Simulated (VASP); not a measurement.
A run of VASP 6.6.1 is set up as follows.

The input POSCAR:

```
Al
1.0
    2.8270770242      0.0000000000      0.0000000000
   -1.4135385121      2.4483205214      0.0000000000
    0.0000000000      0.0000000000      9.1859930700
Al
4
Direct
    0.0000000000      0.0000000000      0.0000000000
    0.3333333300      0.6666666700      0.2500000000
    0.0000000000      0.0000000000      0.5000000000
    0.6666666700      0.3333333300      0.7500000000
```

INCAR.step1

```
SYSTEM = Al
ALGO = Normal
EDIFF = 1E-4
ENCUT = 520
GGA = PE
ISMEAR = 0
LASPH = .TRUE.
LCHARG = .FALSE.
LREAL = .FALSE.
LWAVE = .TRUE.
NBANDS = 14
NELM = 60
PREC = Accurate
SIGMA = 0.1
```

INCAR.step2

```
SYSTEM = Al
ALGO = Normal
EDIFF = 1E-6
ENCUT = 520
ISIF = 2
ISMEAR = 0
ISTART = 1
LASPH = .TRUE.
LCHARG = .FALSE.
LMIXTAU = .TRUE.
LREAL = .FALSE.
LWAVE = .FALSE.
METAGGA = R2SCAN
NBANDS = 14
NELM = 60
PREC = Accurate
SIGMA = 0.1
```

The input KPOINTS:

```
k-points
0
G
  6 6 2
  0 0 0
```

Potentials or basis: VASP PAW PBE potentials, release 64 (Al).

Command:

```sh
$ cat potpaw_PBE.64/Al/POTCAR > POTCAR
$ cp INCAR.step1 INCAR
$ mpirun -np 1 vasp_std > vasp.out
$ cp INCAR.step2 INCAR
$ mpirun -np 1 vasp_std > vasp.out
```

Estimate the band gap on the k mesh.

zero (band 6 reaches 12.61 eV, above the bottom of band 7 at 6.98 eV).

What does it give for the pressure?

0.4 GPa.

Stress tensor (GPa, compression positive):
```
-0.32  0.00  0.00
 0.00 -0.32  0.00
 0.00  0.00  1.84
```

Caveat: the k points lie up to 0.43 Å⁻¹ apart; the PAW data sets were made with another functional, which shifts forces and pressure a little.
